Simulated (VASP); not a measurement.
**Al3GaN4: single point with r2SCAN**

Crystal: Al3GaN4.

```
Al Ga N
1.0
     4.41562    0.00000    0.00000
     0.00000    4.41562    0.00000
     0.00000    0.00000    4.41562
Al Ga N
3 1 4
Cartesian
  2.2078 2.2078 0.0000
  2.2078 0.0000 2.2078
  0.0000 2.2078 2.2078
  0.0000 0.0000 0.0000
  3.2873 3.2873 1.1283
  3.2873 1.1283 3.2873
  1.1283 3.2873 3.2873
  1.1283 1.1283 1.1283
```

```json
{
  "Program": "VASP 6.6.1",
  "Task": "single point",
  "Functional": "r2SCAN",
  "Potentials or basis": "VASP PAW PBE potentials, release 64 (Al, Ga_d, N)",
  "Cutoff": "520 eV",
  "k mesh": "6 × 6 × 6",
  "Occupations": "gaussian, width 0.02 eV",
  "Spin": "no spin polarisation",
  "Dipole correction": "no",
  "Further INCAR settings": "ALGO = Normal; EDIFF = 1e-06; NBANDS = 31"
}
```

```
Pressure               : -2.0 GPa
Largest force          : 0.076 eV/Å
Band gap on the k mesh : 3.99 eV, direct
```

Forces in eV/Å, atoms in the order of the input:
```
Al   0.000  0.000  0.000
Al   0.000  0.000  0.000
Al   0.000  0.000  0.000
Ga   0.000  0.000  0.000
N   -0.044 -0.044  0.044
N   -0.044  0.044 -0.044
N    0.044 -0.044 -0.044
N    0.044  0.044  0.044
```

Levels at points of the mesh, in eV from the valence-band top:
| k point | band 17 | band 18 | band 19 | band 20 | band 21 | band 22 | band 23 | band 24 | band 25 | band 26 |
| --- | --- | --- | --- | --- | --- | --- | --- | --- | --- | --- |
| (0.00, 0.00, 0.00) | -2.02 | -2.02 | 0.00 | 0.00 | 0.00 | 3.99 | 3.99 | 3.99 | 4.02 | 7.71 |
| (0.50, 0.00, 0.00) | -2.64 | -1.25 | -1.25 | -0.94 | -0.94 | 6.22 | 6.26 | 6.75 | 6.75 | 9.21 |
| (0.50, 0.50, 0.00) | -2.56 | -0.87 | -0.58 | -0.52 | -0.52 | 7.94 | 8.26 | 8.26 | 8.51 | 8.78 |
| (0.50, 0.50, 0.50) | -0.63 | -0.63 | -0.36 | -0.36 | -0.36 | 6.10 | 7.72 | 7.72 | 7.72 | 10.34 |

It took 2.6 min on 1 thread of Intel(R) Xeon(R) Platinum 8488C (Sapphire Rapids), with other jobs on the host, peak memory 0.24 GiB.

Caveat: the PAW data sets were made with another functional, which shifts forces and pressure a little. r2SCAN opens gaps a little over a GGA but as a rule still falls short of measured ones.
